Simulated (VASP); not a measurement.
Here is a VASP 6.6.1 calculation.

The input INCAR:

```
SYSTEM = WC
ALGO     = Normal         ! electronic algorithm
EDIFF    = 1E-7           ! SCF threshold, eV
ENCUT    = 520            ! plane-wave cutoff, eV
GGA      = PE             ! functional
ISIF     = 2              ! what is computed and relaxed
ISMEAR   = -1             ! smearing method
LASPH    = .True.         ! aspherical terms in the spheres
LCHARG   = .False.        ! write CHGCAR
LREAL    = .False.        ! projectors in reciprocal space
LWAVE    = .False.        ! write WAVECAR
NBANDS   = 16             ! bands
NELM     = 60             ! most SCF steps
PREC     = Accurate       ! precision mode
SIGMA    = 0.05           ! smearing width, eV
```

File KPOINTS:

```
k-points
0
Gamma
  10 10 9
  0 0 0
```

The input POSCAR:

```
WC
1.0
    2.9065000000     -0.0290650000      0.0000000000
   -1.4784210284      2.5316353361      0.0000000000
    0.0000000000      0.0000000000      2.8366000000
W C
1 1
Direct
   -0.0011495706     -0.0000392966      0.0000000000
    0.6678162373      0.3333726299      0.5000000000
```

Potentials or basis: VASP PAW PBE potentials, release 64 (W_sv, C).

Launch:

```sh
$ cat potpaw_PBE.64/W_sv/POTCAR potpaw_PBE.64/C/POTCAR > POTCAR
$ mpirun -np 1 vasp_std > vasp.out
```

(1) Predict the band gap on the k mesh.

(2) Estimate the pressure.

Results:

(1) zero (band 9 reaches 11.73 eV, above the bottom of band 10 at 10.70 eV).

(2) 6.8 GPa.

Caveat: spin-orbit coupling is left out, which moves the levels of the heavy elements.
